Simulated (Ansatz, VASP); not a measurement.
## CdTe in VASP and in Ansatz

Contents of INCAR:

```
SYSTEM = CdTe
PREC = Accurate
ENCUT = 520
EDIFF = 1E-7
ISMEAR = 0
SIGMA = 0.1
LREAL = .FALSE.
LASPH = .TRUE.
NELM = 80
ALGO = Normal
ISIF = 2
LWAVE = .FALSE.
LCHARG = .FALSE.
GGA = PE
NBANDS = 46
```

The input KPOINTS:

```
regular mesh
0
G
  2 2 4
  0 0 0
```

Contents of POSCAR:

```
CdTe
1.0
    8.0747391000      0.0000000000      0.0000000000
    0.0000000000      8.0747391000      0.0000000000
    0.0000000000      0.0000000000      4.6932331000
Cd Te
4 4
Direct
    0.6757380000      0.6757380000      0.0000000000
    0.1757380000      0.8242620000      0.5000000000
    0.8242620000      0.1757380000      0.5000000000
    0.3242620000      0.3242620000      0.0000000000
    0.8166230000      0.8166230000      0.5000000000
    0.1833770000      0.1833770000      0.5000000000
    0.6833770000      0.3166230000      0.0000000000
    0.3166230000      0.6833770000      0.0000000000
```

Input for Ansatz:

```yaml
crystal:
  lattice:
    - [8.0747391, 0.0, 0.0]
    - [0.0, 8.0747391, 0.0]
    - [0.0, 0.0, 4.6932331]
  atoms:
    - { symbol: Cd, position: [0.675738, 0.675738, 0.0] }
    - { symbol: Cd, position: [0.175738, 0.824262, 0.5] }
    - { symbol: Cd, position: [0.824262, 0.175738, 0.5] }
    - { symbol: Cd, position: [0.324262, 0.324262, 0.0] }
    - { symbol: Te, position: [0.816623, 0.816623, 0.5] }
    - { symbol: Te, position: [0.183377, 0.183377, 0.5] }
    - { symbol: Te, position: [0.683377, 0.316623, 0.0] }
    - { symbol: Te, position: [0.316623, 0.683377, 0.0] }
basis:
  ecutwfc: 420
kpoints:
  mp_grid: { grid: [2, 2, 4] }
hamiltonian:
  xc: pbe
scf:
  occupations: { method: gaussian, width: 0.1 }
  lower_state_search: "off"
output:
  forces: true
  stress: true
  eigenvalues: true
```

Alike in both runs: task single point; functional PBE; k mesh 2 × 2 × 4; occupations gaussian, width 0.1 eV; no spin polarisation.

```csv
,VASP,Ansatz
version,VASP 6.6.1,Ansatz 0.2.0
potentials or method,"VASP PAW PBE potentials, release 64 (Cd, Te), cutoff 520 eV","scalar-relativistic, plane waves, PAW"
valence electrons in the cell,72,144
```

Ansatz gave:

| Property | Result |
| --- | --- |
| gap on the k mesh at the Fermi level (eV) | 0.70 |
| least direct gap on the mesh (eV) | 0.70 |
| pressure (GPa) | 0.0 |
| traceless stress, the component that is largest in VASP (GPa) | 0.09 |
| rms of the force components (eV/Å) | 0.004 |

Task: Which values does VASP return?

Result: gap on the k mesh at the Fermi level (eV): 0.70; least direct gap on the mesh (eV): 0.70; pressure (GPa): 0.1; traceless stress, the component that is largest in VASP (GPa): 0.09; rms of the force components (eV/Å): 0.003.

Atom by atom the forces differ by 0.001 eV/Å (rms over components). VASP's potentials hold 72 valence electrons a cell and Ansatz's 144, so a difference there can come from the potentials and not from the codes.

Neither program's run includes spin-orbit coupling.
